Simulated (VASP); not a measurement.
# Ag (P6_3/mmc) in VASP: further runs

Runs on Ag. Level: PBEsol. Tasks: single point.

Everything below comes from runs of VASP 6.6.1. Logs are shortened: lines on timing, memory, paths and dates and some standing lists are left out, and cuts for length are marked.

## Step 1: The cell of the first run

It takes space group P6_3/mmc (No. 194, hexagonal). Conventional cell: a = 2.867 Å, b = 2.867 Å, c = 4.691 Å, α = 90.00°, β = 90.00°, γ = 120.00°. Ag (site symmetry -6m2) has 12 Ag at 2.87 Å within 3.8 Å.

## Step 2: Single point, PBEsol

File INCAR:

```
SYSTEM = Ag
  PREC = Accurate
  ENCUT = 520
  EDIFF = 1E-6
  ISMEAR = 0
  SIGMA = 0.1
  LREAL = .False.
  LASPH = .True.
  NELM = 100
  ALGO = Normal
  ISIF = 2
  LWAVE = .False.
  LCHARG = .False.
  GGA = PS
  NBANDS = 18
```

File KPOINTS:

```
Automatic mesh
0
Gamma
  12 12 8
  0 0 0
```

File POSCAR:

```
Ag
1.0
    2.8670626668      0.0000000000      0.0000000000
   -1.4335313334      2.4829491037      0.0000000000
    0.0000000000      0.0000000000      4.6907149256
Ag
2
Direct
    0.3333333333      0.6666666667      0.2500000000
    0.6666666667      0.3333333333      0.7500000000
```

Potentials or basis: VASP PAW PBE potentials, release 64 (Ag).

Started as:

```console
> cat potpaw_PBE.64/Ag/POTCAR > POTCAR
> mpirun -np 1 vasp_std > vasp.out
```

OUTCAR:

```text
SYSTEM = Ag
   PREC = Accurate
   ENCUT = 520
   EDIFF = 1E-6
   ISMEAR = 0
   LREAL = .False.
   LASPH = .True.
   NELM = 100
   ISIF = 2
   GGA = PS

 ion  position               nearest neighbor table
   1  0.333  0.667  0.250-   2 2.87   2 2.87   2 2.87   2 2.87   2 2.87   2 2.87
   2  0.667  0.333  0.750-   1 2.87   1 2.87   1 2.87   1 2.87   1 2.87   1 2.87

  LATTYP: Found a hexagonal cell.
 ALAT       =     2.8670626668
 C/A-ratio  =     1.6360698983

  Lattice vectors:

 A1 = (   2.8670626668,   0.0000000000,   0.0000000000)
 A2 = (  -1.4335313334,   2.4829491037,   0.0000000000)
 A3 = (   0.0000000000,   0.0000000000,   4.6907149256)

Analysis of symmetry for initial positions (statically):
=====================================================================
 Subroutine PRICEL returns:
 Original cell was already a primitive cell.

 Routine SETGRP: Setting up the symmetry group for a
 hexagonal supercell.

 Subroutine GETGRP returns: Found 24 space group operations
 (whereof 12 operations were pure point group operations)
 out of a pool of 24 trial point group operations.

The static configuration has the point symmetry D_3d.
 The point group associated with its full space group is D_6h.

Analysis of symmetry for dynamics (positions and initial velocities):
=====================================================================
 Subroutine PRICEL returns:
 Original cell was already a primitive cell.

 Routine SETGRP: Setting up the symmetry group for a
 hexagonal supercell.

 Subroutine GETGRP returns: Found 24 space group operations
 (whereof 12 operations were pure point group operations)
 out of a pool of 24 trial point group operations.

The dynamic configuration has the point symmetry D_3d.
 The point group associated with its full space group is D_6h.

 Subroutine INISYM returns: Found 24 space group operations
 (whereof 12 operations are pure point group operations),
 and found     1 'primitive' translations

----------------------------------------------------------------------------------------

                                     Primitive cell

  volume of cell :      33.3921

  direct lattice vectors                    reciprocal lattice vectors
     2.867062667  0.000000000  0.000000000     0.348789028  0.201373439  0.000000000
    -1.433531333  2.482949104  0.000000000     0.000000000  0.402746878  0.000000000
     0.000000000  0.000000000  4.690714926     0.000000000  0.000000000  0.213187119

  length of vectors
     2.867062667  2.867062667  4.690714926     0.402746878  0.402746878  0.213187119

  position of ions in fractional coordinates (direct lattice)
     0.333333333  0.666666667  0.250000000
     0.666666667  0.333333333  0.750000000

  ion indices of the primitive-cell ions
   primitive index   ion index
                 1           1
                 2           2

----------------------------------------------------------------------------------------

 KPOINTS: Automatic mesh

Automatic generation of k-mesh.
 Grid dimensions read from file:
 generate k-points for:   12   12    8

 Generating k-lattice:

  Cartesian coordinates                     Fractional coordinates (reciprocal lattice)
     0.029065752  0.016781120  0.000000000     0.083333333  0.000000000  0.000000000
     0.000000000  0.033562240  0.000000000     0.000000000  0.083333333  0.000000000
     0.000000000  0.000000000  0.026648390     0.000000000  0.000000000  0.125000000

  Length of vectors
     0.033562240  0.033562240  0.026648390

  Shift w.r.t. Gamma in fractional coordinates (k-lattice)
     0.000000000  0.000000000  0.000000000

 Subroutine IBZKPT returns following result:
 ===========================================

 Found     95 irreducible k-points:

 Following reciprocal coordinates:
            Coordinates               Weight
  0.000000  0.000000  0.000000      1.000000
  0.083333  0.000000  0.000000      6.000000
  0.166667  0.000000  0.000000      6.000000
  0.250000  0.000000  0.000000      6.000000
  0.333333  0.000000  0.000000      6.000000
  0.416667  0.000000  0.000000      6.000000
[... 16 lines left out ...]
  0.250000  0.000000  0.125000     12.000000
  0.333333  0.000000  0.125000     12.000000
 [... further k-points ...]
   k-points           NKPTS =     95   k-points in BZ     NKDIM =     95   number of bands    NBANDS=     18
   number of dos      NEDOS =    301   number of ions     NIONS =      2
   total plane-waves  NPLWV =  20736
   dimension x,y,z NGX =    24 NGY =   24 NGZ =   36
   dimension x,y,z NGXF=    48 NGYF=   48 NGZF=   72
   ions per type =               2
   NGX,Y,Z   is equivalent  to a cutoff of  13.92, 13.92, 12.76 a.u.
   NGXF,Y,Z  is equivalent  to a cutoff of  27.83, 27.83, 25.52 a.u.
 SYSTEM =  Ag
   PREC   = accura    normal or accurate (medium, high low for compatibility)
   ISTART =      0    job   : 0-new  1-cont  2-samecut
   ICHARG =      2    charge: 1-file 2-atom 10-const
   ISPIN  =      1    spin polarized calculation?
   LNONCOLLINEAR =      F non collinear calculations
   LSORBIT =      F    spin-orbit coupling
   LASPH  =      T    aspherical Exc in radial PAW
   ENCUT  =  520.0 eV  38.22 Ry    6.18 a.u.   5.33  5.33  8.72*2*pi/ulx,y,z
   NELM   =    100;   NELMIN=  2; NELMDL= -5     # of ELM steps
   EDIFF  = 0.1E-05   stopping-criterion for ELM
   LREAL  =      F    real-space projection
   EDIFFG = 0.1E-04   stopping-criterion for IOM
   NSW    =      0    number of steps for IOM
   IBRION =     -1    ionic relax: 0-MD 1-quasi-New 2-CG
   NFREE  =      0    steps in history (QN), initial steepest desc. (CG)
   ISIF   =      2    stress and relaxation
   ISYM   =      2    0-nonsym 1-usesym 2-fastsym
   POTIM  = 0.5000    time-step for ionic-motion
   TEBEG  =    0.0;   TEEND  =   0.0 temperature during run
   PSTRESS=    0.0 pullay stress
   NELECT =      22.0000    total number of electrons
   NUPDOWN=      -1.0000    fix difference up-down
   EMIN   =  10.00;   EMAX   =-10.00  energy-range for DOS
   EFERMI =   0.00;   METHOD = LEGACY
   ISMEAR =     0;   SIGMA  =   0.10  broadening in eV -4-tet -1-fermi 0-gaus
   EFERMI_NEDOS =   21; number of points for ismear=-14 and -15
   IALGO  =     38    algorithm
   IMIX   =      4    mixing-type and parameters
     AMIX     =   0.40;   BMIX     =  1.00
     AMIX_MAG =   1.60;   BMIX_MAG =  1.00
  volume/ion in A,a.u.               =      16.70       112.67
  Fermi-wavevector in a.u.,A,eV,Ry     =   1.424517  2.691947 27.609614  2.029249
  Thomas-Fermi vector in A             =   2.545000
   LORBIT       =      0    0 simple, 1 ext, 2 COOP (PROOUT), +10 PAW based schemes
   GGA     = PS    functional components
   LHFCALC =     F    Hartree Fock is set to
   AEXX    =    0.0000 exact exchange contribution
   IVDW    =     0    specifies the selected vdW correction
   LEPSILON=     F    determine dielectric tensor
   LRPA    =     F    only Hartree local field effects (RPA)
 non-spin polarized calculation
 Gauss-broadening in eV      SIGMA  =   0.10
  energy-cutoff  :      520.00
  volume of cell :       33.39
 maximum number of plane-waves:       917
 NGX is ok and might be reduce to    24
   NGX = 11   NGY = 11   NGZ = 17

 number of electron      21.9999997 magnetization

 Free energy of the ion-electron system (eV)
  ---------------------------------------------------
  ext. energy  EPLUGINS =         0.00000000
  ---------------------------------------------------
  free energy    TOTEN  =        -6.60296046 eV

  energy without entropy =       -6.60033042  energy(sigma->0) =       -6.60164544

 E-fermi :   8.4236     XC(G=0): -12.5358

 val. band max:        8.4123534814   @ k =   0.4167   0.0833   0.2500
 cond. band min:       8.5872671135   @ k =   0.5000   0.0000   0.1250
 fundamental gap:      0.1749136321
 Fermi energy:         8.4236135320

 k-point     1 :       0.0000    0.0000    0.0000
  band No.  band energies     occupation
      1       0.5397      2.00000
      2       2.0007      2.00000
      3       3.6700      2.00000
      4       3.7788      2.00000
      5       3.7788      2.00000
      6       4.0283      2.00000
[... 10 lines left out ...]
     17      27.0336      0.00000
     18      27.0336      0.00000

 k-point     2 :       0.0833    0.0000    0.0000
  band No.  band energies     occupation
      1       0.7352      2.00000
      2       2.1165      2.00000
      3       3.5553      2.00000
      4       3.8824      2.00000
      5       3.8855      2.00000
      6       3.9919      2.00000
[... 10 lines left out ...]
     17      26.3128      0.00000
     18      27.3362      0.00000

 k-point     3 :       0.1667    0.0000    0.0000
  band No.  band energies     occupation
      1       1.2793      2.00000
      2       2.3820      2.00000
      3       3.3943      2.00000
      4       3.8546      2.00000
      5       3.9041      2.00000
      6       4.1744      2.00000
[... 10 lines left out ...]
     17      26.2723      0.00000
     18      26.6576      0.00000

 k-point     4 :       0.2500    0.0000    0.0000
  band No.  band energies     occupation
      1       1.9690      2.00000
      2       2.4995      2.00000
      3       3.3329      2.00000
      4       3.4739      2.00000
      5       3.8247      2.00000
      6       4.0010      2.00000
[... 375 lines left out ...]
      4       3.7785      2.00000
      5       3.8025      2.00000
      6       4.0554      2.00000
[... 10 lines left out ...]
     17      25.6837      0.00000
     18      26.3915      0.00000

 k-point    23 :       0.2500    0.0000    0.1250
  band No.  band energies     occupation
      1       2.0179      2.00000
      2       2.5431      2.00000
      3       3.3486      2.00000
      4       3.4607      2.00000
      5       3.7315      2.00000
      6       4.0224      2.00000
[... 10 lines left out ...]
     17      24.9887      0.00000
     18      26.0988      0.00000

 k-point    24 :       0.3333    0.0000    0.1250
  band No.  band energies     occupation
      1       2.2419      2.00000
      2       2.4183      2.00000
      3       2.9995      2.00000
      4       3.5813      2.00000
      5       3.8841      2.00000
      6       3.9777      2.00000
[... 10 lines left out ...]
     17      23.4018      0.00000
     18      25.3972      0.00000

 [... further k-points ...]

------------------------ aborting loop because EDIFF is reached ----------------------------------------

  FORCE on cell =-STRESS in cart. coord.  units (eV):
  Direction    XX          YY          ZZ          XY          YZ          ZX
  --------------------------------------------------------------------------------------
  -------------------------------------------------------------------------------------
  Total        0.0383007      0.0383007     -0.0960210      0.0000000      0.0000000      0.0000000
  in kB        1.8376928      1.8376928     -4.6071560      0.0000000      0.0000000      0.0000000
  external PRESSURE =      -0.3105901 kB  Pullay stress =       0.0000000 kB

 VOLUME and BASIS-vectors are now :
 -----------------------------------------------------------------------------
  energy-cutoff  :      520.00
  volume of cell :       33.39
      direct lattice vectors                 reciprocal lattice vectors
     2.867062667  0.000000000  0.000000000     0.348789028  0.201373439  0.000000000
    -1.433531333  2.482949104  0.000000000     0.000000000  0.402746878  0.000000000
     0.000000000  0.000000000  4.690714926     0.000000000  0.000000000  0.213187119

 POSITION                                       TOTAL-FORCE (eV/Angst)
 -----------------------------------------------------------------------------------
     -0.00000      1.65530      1.17268        -0.000000      0.000000      0.000000
      1.43353      0.82765      3.51804         0.000000     -0.000000      0.000000
 -----------------------------------------------------------------------------------
    total drift:                                0.000000     -0.000000      0.000000

  FREE ENERGIE OF THE ION-ELECTRON SYSTEM (eV)
  ---------------------------------------------------
  free  energy   TOTEN  =        -6.6029604623 eV

  energy  without entropy=       -6.6003304244  energy(sigma->0) =       -6.60164544
```

It took 35 s on 1 thread of AMD EPYC 7R43 (Zen 3), shared host; peak memory 0.15 GiB.

What came out:

```yaml
Free_energy: -6.6030 eV
Pressure: 0.0 GPa
Band_gap_on_the_k_mesh: zero (band 11 reaches 12.65 eV, above the bottom of band 12 at 5.13 eV)
```

Levels at points of the mesh, in eV from the Fermi level:
```
           k point  band 9  band 10  band 11  band 12  band 13  band 14
(0.00, 0.00, 0.00)   -4.02    -2.97    -2.97    -0.43     3.77    15.79
(0.50, 0.00, 0.00)   -2.77    -2.68     0.18     1.69     7.04     7.30
(0.00, 0.00, 0.50)   -3.30    -3.30    -3.30    -3.30    11.34    11.34
(0.50, 0.00, 0.50)   -2.73    -2.73     0.79     0.79     4.80     4.80
```

Caveat: the PAW data sets were made with another functional, which shifts forces and pressure a little.

## Step 3: Single point, PBEsol

File INCAR:

```
ALGO = Normal ; EDIFF = 1E-6
ENCUT = 520 ; GGA = PS
ISIF = 2 ; ISMEAR = 0
LASPH = T ; LCHARG = T
LELF = T ; LREAL = F
LVHAR = T ; LWAVE = F
NBANDS = 18 ; NELM = 60
PREC = Accurate ; SIGMA = 0.1
```

File KPOINTS:

```
k-points
0
Gamma
  18 18 10
```

POSCAR is that of step 2.

Potentials or basis: VASP PAW PBE potentials, release 64 (Ag).

Started as:

```console
> cat potpaw_PBE.64/Ag/POTCAR > POTCAR
> mpirun -np 1 vasp_std > vasp.out
```

Wall time 95 s (1 thread of AMD EPYC 7R43 (Zen 3), shared host); peak memory 0.2 GiB.

It converged, with:

* Free energy: -6.6054 eV
* Pressure: -0.2 GPa
* Band gap on the k mesh: zero (band 11 reaches 12.65 eV, above the bottom of band 12 at 5.12 eV)

Levels at points of the mesh, in eV from the Fermi level:
| k point | band 8 | band 9 | band 10 | band 11 | band 12 | band 13 | band 14 | band 15 |
| --- | --- | --- | --- | --- | --- | --- | --- | --- |
| (0.00, 0.00, 0.00) | -4.08 | -4.08 | -3.03 | -3.03 | -0.49 | 3.71 | 15.73 | 17.64 |
| (0.50, 0.00, 0.00) | -2.89 | -2.83 | -2.74 | 0.12 | 1.63 | 6.98 | 7.24 | 9.59 |
| (0.00, 0.00, 0.50) | -4.59 | -3.36 | -3.36 | -3.36 | -3.36 | 11.28 | 11.28 | 16.10 |
| (0.50, 0.00, 0.50) | -3.09 | -2.80 | -2.80 | 0.73 | 0.73 | 4.74 | 4.74 | 13.80 |

Caveat: the PAW data sets were made with another functional, which shifts forces and pressure a little.

(Continued in part 2 of 2.)
